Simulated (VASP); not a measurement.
# Cu in VASP: notebook, part 2 of 2

VASP 6.6.1. The steps go on from the part before.

### 3 Single point, PBE (uniaxial strain along c: -2.0 %)

Contents of INCAR:

```
PREC = Accurate
ENCUT = 520
EDIFF = 1E-7
ISMEAR = 0
SIGMA = 0.1
LREAL = False
LASPH = True
NELM = 100
ALGO = Fast
ISIF = 2
LWAVE = False
LCHARG = False
GGA = PE
NBANDS = 18
```

Contents of KPOINTS:

```
Automatic mesh
0
Gamma
  20 20 14
```

Contents of POSCAR:

```
Cu
1.0
    1.8239759123      1.8239759123      0.0000000000
   -1.8239759123      1.8239759123      0.0000000000
    0.0000000000      0.0000000000      3.5572067544
Cu
2
Direct
    0.0000000000      0.0000000000      0.0000000000
    0.5000000000      0.5000000000      0.5000000000
```

Potentials or basis: VASP PAW PBE potentials, release 64 (Cu).

Launch:

```console
> cat potpaw_PBE.64/Cu/POTCAR > POTCAR
> mpirun -np 1 vasp_std > vasp.out
```

OUTCAR:

```text
PREC = Accurate
   ENCUT = 520
   EDIFF = 1E-7
   ISMEAR = 0
   LREAL = False
   LASPH = True
   NELM = 100
   ISIF = 2
   GGA = PE

 ion  position               nearest neighbor table
   1  0.000  0.000  0.000-   2 2.55   2 2.55   2 2.55   2 2.55   2 2.55   2 2.55   2 2.55   2 2.55

   2  0.500  0.500  0.500-   1 2.55   1 2.55   1 2.55   1 2.55   1 2.55   1 2.55   1 2.55   1 2.55

  LATTYP: Found a simple tetragonal cell.
 ALAT       =     2.5794914726
 C/A-ratio  =     1.3790341205

  Lattice vectors:

 A1 = (   1.8239759123,   1.8239759123,   0.0000000000)
 A2 = (  -1.8239759123,   1.8239759123,   0.0000000000)
 A3 = (   0.0000000000,   0.0000000000,   3.5572067544)

Analysis of symmetry for initial positions (statically):
=====================================================================
 Subroutine PRICEL returns following result:

  LATTYP: Found a body centered tetragonal cell.
 ALAT       =     2.5794914726
 C/A-ratio  =     1.3790341205

  Lattice vectors:

 A1 = (   0.0000000000,  -1.8239759123,  -1.7786033772)
 A2 = (   0.0000000000,   1.8239759123,  -1.7786033772)
 A3 = (   1.8239759123,   0.0000000000,   1.7786033772)

   2 primitive cells build up your supercell.

 Routine SETGRP: Setting up the symmetry group for a
 simple tetragonal supercell.

 Subroutine GETGRP returns: Found 16 space group operations
 (whereof 16 operations were pure point group operations)
 out of a pool of 16 trial point group operations.

The static configuration has the point symmetry D_4h.

Analysis of symmetry for dynamics (positions and initial velocities):
=====================================================================
 Subroutine PRICEL returns following result:

  LATTYP: Found a body centered tetragonal cell.
 ALAT       =     2.5794914726
 C/A-ratio  =     1.3790341205

  Lattice vectors:

 A1 = (   0.0000000000,  -1.8239759123,  -1.7786033772)
 A2 = (   0.0000000000,   1.8239759123,  -1.7786033772)
 A3 = (   1.8239759123,   0.0000000000,   1.7786033772)

   2 primitive cells build up your supercell.

 Routine SETGRP: Setting up the symmetry group for a
 simple tetragonal supercell.

 Subroutine GETGRP returns: Found 16 space group operations
 (whereof 16 operations were pure point group operations)
 out of a pool of 16 trial point group operations.

The dynamic configuration has the point symmetry D_4h.

 Subroutine INISYM returns: Found 16 space group operations
 (whereof 16 operations are pure point group operations),
 and found     2 'primitive' translations

----------------------------------------------------------------------------------------

                                     Primitive cell

  volume of cell :      11.8344

  direct lattice vectors                    reciprocal lattice vectors
     0.000000000 -1.823975912 -1.778603377     0.274126427 -0.274126427 -0.281119448
     0.000000000  1.823975912 -1.778603377     0.274126427  0.274126427 -0.281119448
     1.823975912  0.000000000  1.778603377     0.548252854  0.000000000  0.000000000

  length of vectors
     2.547610273  2.547610273  2.547610273     0.478872363  0.478872363  0.548252854

  position of ions in fractional coordinates (direct lattice)
     0.000000000  0.000000000  0.000000000

  ion indices of the primitive-cell ions
   primitive index   ion index
                 1           1

----------------------------------------------------------------------------------------

 KPOINTS: Automatic mesh

Automatic generation of k-mesh.
 Grid dimensions read from file:
 generate k-points for:   20   20   14

 Generating k-lattice:

  Cartesian coordinates                     Fractional coordinates (reciprocal lattice)
     0.013706321  0.013706321  0.000000000     0.050000000  0.000000000  0.000000000
    -0.013706321  0.013706321  0.000000000     0.000000000  0.050000000  0.000000000
     0.000000000  0.000000000  0.020079961     0.000000000  0.000000000  0.071428571

  Length of vectors
     0.019383666  0.019383666  0.020079961

  Shift w.r.t. Gamma in fractional coordinates (k-lattice)
     0.000000000  0.000000000  0.000000000

 Subroutine IBZKPT returns following result:
 ===========================================

 Found    528 irreducible k-points:

 Following reciprocal coordinates:
            Coordinates               Weight
  0.000000  0.000000  0.000000      1.000000
  0.050000  0.000000  0.000000      4.000000
  0.100000  0.000000  0.000000      4.000000
  0.150000  0.000000  0.000000      4.000000
  0.200000  0.000000  0.000000      4.000000
  0.250000  0.000000  0.000000      4.000000
[... 16 lines left out ...]
  0.150000  0.100000  0.000000      8.000000
  0.200000  0.100000  0.000000      8.000000
 [... further k-points ...]
   k-points           NKPTS =    528   k-points in BZ     NKDIM =    528   number of bands    NBANDS=     18
   number of dos      NEDOS =    301   number of ions     NIONS =      2
   total plane-waves  NPLWV =  11200
   dimension x,y,z NGX =    20 NGY =   20 NGZ =   28
   dimension x,y,z NGXF=    40 NGYF=   40 NGZF=   56
   ions per type =               2
   NGX,Y,Z   is equivalent  to a cutoff of  12.89, 12.89, 13.09 a.u.
   NGXF,Y,Z  is equivalent  to a cutoff of  25.78, 25.78, 26.17 a.u.
 SYSTEM =  unknown system
   PREC   = accura    normal or accurate (medium, high low for compatibility)
   ISTART =      0    job   : 0-new  1-cont  2-samecut
   ICHARG =      2    charge: 1-file 2-atom 10-const
   ISPIN  =      1    spin polarized calculation?
   LNONCOLLINEAR =      F non collinear calculations
   LSORBIT =      F    spin-orbit coupling
   LASPH  =      T    aspherical Exc in radial PAW
   ENCUT  =  520.0 eV  38.22 Ry    6.18 a.u.   4.80  4.80  6.61*2*pi/ulx,y,z
   NELM   =    100;   NELMIN=  2; NELMDL= -5     # of ELM steps
   EDIFF  = 0.1E-06   stopping-criterion for ELM
   LREAL  =      F    real-space projection
   EDIFFG = 0.1E-05   stopping-criterion for IOM
   NSW    =      0    number of steps for IOM
   IBRION =     -1    ionic relax: 0-MD 1-quasi-New 2-CG
   NFREE  =      0    steps in history (QN), initial steepest desc. (CG)
   ISIF   =      2    stress and relaxation
   ISYM   =      2    0-nonsym 1-usesym 2-fastsym
   POTIM  = 0.5000    time-step for ionic-motion
   TEBEG  =    0.0;   TEEND  =   0.0 temperature during run
   PSTRESS=    0.0 pullay stress
   NELECT =      22.0000    total number of electrons
   NUPDOWN=      -1.0000    fix difference up-down
   EMIN   =  10.00;   EMAX   =-10.00  energy-range for DOS
   EFERMI =   0.00;   METHOD = LEGACY
   ISMEAR =     0;   SIGMA  =   0.10  broadening in eV -4-tet -1-fermi 0-gaus
   EFERMI_NEDOS =   21; number of points for ismear=-14 and -15
   IALGO  =     68    algorithm
   IMIX   =      4    mixing-type and parameters
     AMIX     =   0.40;   BMIX     =  1.00
     AMIX_MAG =   1.60;   BMIX_MAG =  1.00
  volume/ion in A,a.u.               =      11.83        79.86
  Fermi-wavevector in a.u.,A,eV,Ry     =   1.597681  3.019179 34.730004  2.552583
  Thomas-Fermi vector in A             =   2.695249
   LORBIT       =      0    0 simple, 1 ext, 2 COOP (PROOUT), +10 PAW based schemes
   GGA     = PE    functional components
   LHFCALC =     F    Hartree Fock is set to
   AEXX    =    0.0000 exact exchange contribution
   IVDW    =     0    specifies the selected vdW correction
   LEPSILON=     F    determine dielectric tensor
   LRPA    =     F    only Hartree local field effects (RPA)
 non-spin polarized calculation
 RMM-DIIS sequential band-by-band and
 Gauss-broadening in eV      SIGMA  =   0.10
  energy-cutoff  :      520.00
  volume of cell :       23.67
 maximum number of plane-waves:       656
 NGX is ok and might be reduce to    20
   NGX =  9   NGY =  9   NGZ = 13

 number of electron      21.9999950 magnetization

 Free energy of the ion-electron system (eV)
  ---------------------------------------------------
  ext. energy  EPLUGINS =         0.00000000
  ---------------------------------------------------
  free energy    TOTEN  =        -7.45412112 eV

  energy without entropy =       -7.45101637  energy(sigma->0) =       -7.45256874

 E-fermi :   7.5694     XC(G=0): -12.7140

 val. band max:        7.5676757559   @ k =   0.4000   0.1500   0.5000
 cond. band min:       7.5742280638   @ k =   0.3000   0.0000   0.3571
 fundamental gap:      0.0065523079
 Fermi energy:         7.5693616974

 k-point     1 :       0.0000    0.0000    0.0000
  band No.  band energies     occupation
      1      -1.7753      2.00000
      2       2.7124      2.00000
      3       3.1408      2.00000
      4       4.4999      2.00000
      5       4.4999      2.00000
      6       4.6192      2.00000
[... 481 lines left out ...]
      5       4.7674      2.00000
      6       4.8217      2.00000
[... 10 lines left out ...]
     17      26.8256      0.00000
     18      28.8113      0.00000

 [... further k-points ...]
[... 5 lines left out ...]
  --------------------------------------------------------------------------------------
  -------------------------------------------------------------------------------------
  Total        0.3466974      0.3466974      0.5149826      0.0000000     -0.0000000     -0.0000000
  in kB       23.4684212     23.4684212     34.8598735      0.0000000     -0.0000000     -0.0000000
  external PRESSURE =      27.2655720 kB  Pullay stress =       0.0000000 kB

 VOLUME and BASIS-vectors are now :
 -----------------------------------------------------------------------------
  energy-cutoff  :      520.00
  volume of cell :       23.67
      direct lattice vectors                 reciprocal lattice vectors
     1.823975912  1.823975912  0.000000000     0.274126427  0.274126427  0.000000000
    -1.823975912  1.823975912  0.000000000    -0.274126427  0.274126427  0.000000000
     0.000000000  0.000000000  3.557206754     0.000000000  0.000000000  0.281119448

 POSITION                                       TOTAL-FORCE (eV/Angst)
 -----------------------------------------------------------------------------------
      0.00000      0.00000      0.00000        -0.000000      0.000000      0.000000
      0.00000      1.82398      1.77860         0.000000     -0.000000      0.000000
 -----------------------------------------------------------------------------------
    total drift:                               -0.000000      0.000000      0.000000

  FREE ENERGIE OF THE ION-ELECTRON SYSTEM (eV)
  ---------------------------------------------------
  free  energy   TOTEN  =        -7.4541211178 eV

  energy  without entropy=       -7.4510163683  energy(sigma->0) =       -7.45256874
```

Run time: 2.7 min. Hardware: 1 thread of Intel Xeon 6975P-C, shared host; peak memory 0.28 GiB.

Results:

* Free energy: -7.4541 eV
* Pressure: 2.7 GPa
* Band gap on the k mesh: zero (band 11 reaches 13.74 eV, above the bottom of band 12 at 5.60 eV)

Levels at points of the mesh, in eV from the Fermi level:
| k point | band 7 | band 8 | band 9 | band 10 | band 11 | band 12 | band 13 | band 14 | band 15 | band 16 |
| --- | --- | --- | --- | --- | --- | --- | --- | --- | --- | --- |
| (0.00, 0.00, 0.00) | -2.27 | -2.15 | -1.67 | -1.50 | -1.50 | 1.86 | 7.54 | 12.66 | 12.66 | 17.22 |
| (0.50, 0.00, 0.00) | -2.55 | -2.55 | -2.24 | -2.24 | -0.40 | -0.40 | 9.93 | 9.93 | 11.23 | 11.23 |
| (0.50, 0.50, 0.00) | -1.54 | -1.54 | -1.47 | -1.47 | 1.31 | 1.31 | 6.87 | 6.87 | 13.24 | 13.24 |
| (0.00, 0.00, 0.50) | -2.40 | -2.40 | -2.40 | -2.40 | -1.97 | -1.97 | 16.82 | 16.82 | 16.82 | 16.82 |
| (0.50, 0.00, 0.50) | -1.67 | -1.67 | -1.62 | -1.62 | -1.00 | -1.00 | 3.74 | 3.74 | 20.90 | 20.90 |
| (0.50, 0.50, 0.50) | -2.24 | -2.24 | -1.54 | -1.54 | 6.17 | 6.17 | 6.17 | 6.17 | 8.14 | 8.14 |

Caveat: the cell differs from its parent crystal (uniaxial strain along c: -2.0 %).

### 4 Single point, PBE (uniaxial strain along c: -2.0 %, then relaxed in part)

Contents of INCAR:

```
  ALGO = Fast
  EDIFF = 1E-6
  ENCUT = 520
  GGA = PE
  ISIF = 2
  ISMEAR = 0
  LASPH = T
  LCHARG = T
  LELF = T
  LREAL = F
  LVHAR = T
  LWAVE = F
  NBANDS = 18
  NELM = 60
  PREC = Accurate
  SIGMA = 0.1
```

Contents of KPOINTS:

```
k-points
0
Gamma
  20 20 14
```

Contents of POSCAR:

```
Cu
1.0
    1.8305619565      1.8305619565      0.0000000000
   -1.8305619565      1.8305619565      0.0000000000
    0.0000000000      0.0000000000      3.5572067544
Cu
2
Direct
    0.0000000000      0.0000000000      0.0000000000
    0.5000000000      0.5000000000      0.5000000000
```

Launch:

```console
> cat potpaw_PBE.64/Cu/POTCAR > POTCAR
> mpirun -np 1 vasp_std > vasp.out
```

Run time: 2.7 min. Hardware: 1 thread of Intel Xeon 6975P-C, shared host; peak memory 0.29 GiB.

It converged, with:

* Free energy: -7.4554 eV
* Pressure: 1.5 GPa
* Band gap on the k mesh: zero (band 11 reaches 13.62 eV, above the bottom of band 12 at 5.51 eV)

Stress tensor (GPa, compression positive):
```
1.02 0.00 0.00
0.00 1.02 0.00
0.00 0.00 2.33
```

Levels at points of the mesh, in eV from the Fermi level:
```tsv
k point	band 7	band 8	band 9	band 10	band 11	band 12	band 13	band 14	band 15	band 16
(0.00, 0.00, 0.00)	-2.27	-2.13	-1.66	-1.49	-1.49	1.91	7.55	12.55	12.55	17.10
(0.50, 0.00, 0.00)	-2.54	-2.54	-2.23	-2.23	-0.41	-0.41	9.92	9.92	11.22	11.22
(0.50, 0.50, 0.00)	-1.54	-1.54	-1.46	-1.46	1.30	1.30	6.79	6.79	13.21	13.21
(0.00, 0.00, 0.50)	-2.39	-2.39	-2.39	-2.39	-1.97	-1.97	16.71	16.71	16.71	16.71
(0.50, 0.00, 0.50)	-1.67	-1.67	-1.61	-1.61	-0.98	-0.98	3.70	3.70	20.80	20.80
(0.50, 0.50, 0.50)	-2.23	-2.23	-1.54	-1.54	6.14	6.14	6.14	6.14	8.08	8.08
```

Caveat: the cell differs from its parent crystal (uniaxial strain along c: -2.0 %, then relaxed in part).

### 5 Single point, PBE (uniaxial strain along c: +2.0 %, then relaxed in part)

Contents of INCAR:

```
ALGO = Fast
EDIFF = 1E-6
ENCUT = 520
GGA = PE
ISIF = 2
ISMEAR = 0
LASPH = True
LCHARG = False
LREAL = False
LWAVE = False
NBANDS = 18
NELM = 80
PREC = Accurate
SIGMA = 0.1
```

KPOINTS is that of step 4.

Contents of POSCAR:

```
Cu
1.0
    1.8014057954      1.8014057954      0.0000000000
   -1.8014057954      1.8014057954      0.0000000000
    0.0000000000      0.0000000000      3.7023988668
Cu
2
Direct
    0.0000000000      0.0000000000      0.0000000000
    0.5000000000      0.5000000000      0.5000000000
```

Launch:

```console
> cat potpaw_PBE.64/Cu/POTCAR > POTCAR
> mpirun -np 1 vasp_std > vasp.out
```

Wall time 2.4 min (1 thread of Intel Xeon 6975P-C, shared host); peak memory 0.29 GiB.

Results (log left out):

| Quantity | Value |
| --- | --- |
| Free energy | -7.4547 eV |
| Pressure | 0.2 GPa |
| Band gap on the k mesh | zero (band 11 reaches 13.54 eV, above the bottom of band 12 at 5.50 eV) |

Stress tensor (GPa, compression positive):
```
 0.91  0.00  0.00
 0.00  0.91  0.00
 0.00  0.00 -1.07
```

Levels at points of the mesh, in eV from the Fermi level:
```csv
k point,band 7,band 8,band 9,band 10,band 11,band 12,band 13,band 14,band 15,band 16
"(0.00, 0.00, 0.00)",-2.24,-2.11,-1.63,-1.49,-1.49,1.14,6.53,13.38,13.38,17.76
"(0.50, 0.00, 0.00)",-2.47,-2.47,-2.15,-2.15,-0.24,-0.24,9.36,9.36,10.41,10.41
"(0.50, 0.50, 0.00)",-1.52,-1.52,-1.43,-1.43,1.71,1.71,7.24,7.24,12.72,12.72
"(0.00, 0.00, 0.50)",-2.30,-2.30,-2.30,-2.30,-1.87,-1.87,17.19,17.19,17.19,17.19
"(0.50, 0.00, 0.50)",-1.64,-1.64,-1.59,-1.59,-0.95,-0.95,3.68,3.68,20.59,20.59
"(0.50, 0.50, 0.50)",-2.22,-2.22,-1.43,-1.43,6.16,6.16,6.16,6.16,8.38,8.38
```

Caveat: the cell differs from its parent crystal (uniaxial strain along c: +2.0 %, then relaxed in part).

### 6 Single point, PBE (uniaxial strain along c: +2.0 %)

Contents of INCAR:

```
SYSTEM = Cu
ALGO = Fast
EDIFF = 1E-6
ENCUT = 520
GGA = PE
ISIF = 2
ISMEAR = 0
LASPH = .TRUE.
LCHARG = .FALSE.
LREAL = .FALSE.
LWAVE = .FALSE.
NBANDS = 18
NELM = 100
PREC = Accurate
SIGMA = 0.1
```

Contents of KPOINTS:

```
k-points
0
G
  20 20 14
  0 0 0
```

Contents of POSCAR:

```
Cu
1.0
    1.8058268983      1.8058268983      0.0000000000
   -1.8058268983      1.8058268983      0.0000000000
    0.0000000000      0.0000000000      3.7023988668
Cu
2
Direct
    0.0000000000      0.0000000000      0.0000000000
    0.5000000000      0.5000000000      0.5000000000
```

Potentials or basis: VASP PAW PBE potentials, release 64 (Cu).

Launch:

```console
> cat potpaw_PBE.64/Cu/POTCAR > POTCAR
> mpirun -np 1 vasp_std > vasp.out
```

Wall time 2.4 min (1 thread of Intel Xeon 6975P-C, shared host); peak memory 0.29 GiB.

The run converged. Its results:

| Item | Value |
| --- | --- |
| Free energy | -7.4549 eV |
| Pressure | -0.5 GPa |
| Band gap on the k mesh | zero (band 11 reaches 13.46 eV, above the bottom of band 12 at 5.44 eV) |

Stress tensor (GPa, compression positive):
```
 0.08  0.00  0.00
 0.00  0.08  0.00
 0.00  0.00 -1.70
```

Levels at points of the mesh, in eV from the Fermi level:
```
           k point  band 9  band 10  band 11  band 12  band 13  band 14
(0.00, 0.00, 0.00)   -1.63    -1.48    -1.48     1.18     6.54    13.31
(0.50, 0.00, 0.00)   -2.14    -2.14    -0.24    -0.24     9.36     9.36
(0.50, 0.50, 0.00)   -1.43    -1.43     1.69     1.69     7.18     7.18
(0.00, 0.00, 0.50)   -2.29    -2.29    -1.87    -1.87    17.11    17.11
(0.50, 0.00, 0.50)   -1.59    -1.59    -0.93    -0.93     3.65     3.65
(0.50, 0.50, 0.50)   -1.43    -1.43     6.14     6.14     6.14     6.14
```

Caveat: the cell differs from its parent crystal (uniaxial strain along c: +2.0 %).

### 7 Overview

```csv
cell,further INCAR settings,gap on the mesh (eV),pressure (GPa)
"a = 2.669, b = 2.541, c = 3.594 Å, 2 atoms",ALGO = Fast; EDIFF = 1e-06; NBANDS = 18,none,-1.4
"a = 2.579, b = 2.579, c = 3.557 Å, 2 atoms",ALGO = Fast; EDIFF = 1e-07; NBANDS = 18,none,2.7
"a = 2.589, b = 2.589, c = 3.557 Å, 2 atoms",ALGO = Fast; EDIFF = 1e-06; NBANDS = 18,none,1.5
"a = 2.548, b = 2.548, c = 3.702 Å, 2 atoms",ALGO = Fast; EDIFF = 1e-06; NBANDS = 18,none,0.2
"a = 2.554, b = 2.554, c = 3.702 Å, 2 atoms",ALGO = Fast; EDIFF = 1e-06; NBANDS = 18,none,-0.5
```

Alike in all rows: task single point; level PBE; potentials or basis VASP PAW PBE potentials, release 64 (Cu); no spin polarisation; k mesh 20 × 20 × 14; cutoff (eV) 520; smearing gaussian 0.1 eV.

Total energies depend on the potentials used, so only differences within one code and one set of settings carry meaning.
